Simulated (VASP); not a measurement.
**Ca: single point with PBEsol**

The system is Ca.

```
CELL_PARAMETERS angstrom
3.74074 0.00000 0.00000
0.00000 3.84119 0.00000
0.00000 0.00000 5.56805
ATOMIC_POSITIONS crystal
Ca 0.00000 0.00000 0.50000
Ca 0.50000 0.50000 0.00000
```

This cell differs from its parent crystal: uniaxial strain along a: -3.0 %, then relaxed in part.

- Program: VASP 6.6.1
- Task: single point
- Functional: PBEsol
- Potentials or basis: VASP PAW PBE potentials, release 64 (Ca_sv)
- Cutoff: 520 eV
- k mesh: 12 × 12 × 8
- Occupations: gaussian, width 0.1 eV
- Spin: no spin polarisation
- Dipole correction: no
- Further INCAR settings: ALGO = Normal; EDIFF = 1e-07; NBANDS = 17

```
Pressure               : 0.3 GPa
Band gap on the k mesh : zero (band 10 reaches 2.28 eV, above the bottom of band 11 at 1.94 eV)
```

Stress tensor (GPa, compression positive):
```
0.76 0.00 0.00
0.00 0.02 0.00
0.00 0.00 0.01
```

Levels at points of the mesh, in eV from the Fermi level:
```csv
k point,band 7,band 8,band 9,band 10,band 11,band 12,band 13,band 14
"(0.00, 0.00, 0.00)",-22.71,-22.71,-4.13,-0.60,0.58,0.81,2.26,2.36
"(0.50, 0.00, 0.00)",-22.72,-22.72,-1.41,-1.41,0.87,0.87,1.48,1.48
"(0.00, 0.50, 0.00)",-22.73,-22.73,-1.54,-1.54,0.87,0.87,1.36,1.36
"(0.50, 0.50, 0.00)",-22.77,-22.77,-0.48,-0.48,0.50,0.50,1.19,1.19
"(0.00, 0.00, 0.50)",-22.73,-22.73,-2.80,-2.80,1.30,1.30,2.13,2.13
"(0.50, 0.00, 0.50)",-22.72,-22.72,-0.99,-0.99,-0.05,-0.05,2.21,2.21
"(0.00, 0.50, 0.50)",-22.73,-22.73,-1.07,-1.07,-0.17,-0.17,2.10,2.10
"(0.50, 0.50, 0.50)",-22.77,-22.77,0.14,0.14,0.73,0.73,0.79,0.79
```

Run time: 4 min on 1 thread of Intel(R) Xeon(R) Platinum 8375C CPU @ 2.90GHz (Ice Lake) (shared host), peak memory 0.39 GiB.

Caveat: the cell differs from its parent crystal (uniaxial strain along a: -3.0 %, then relaxed in part); the PAW data sets were made with another functional, which shifts forces and pressure a little.
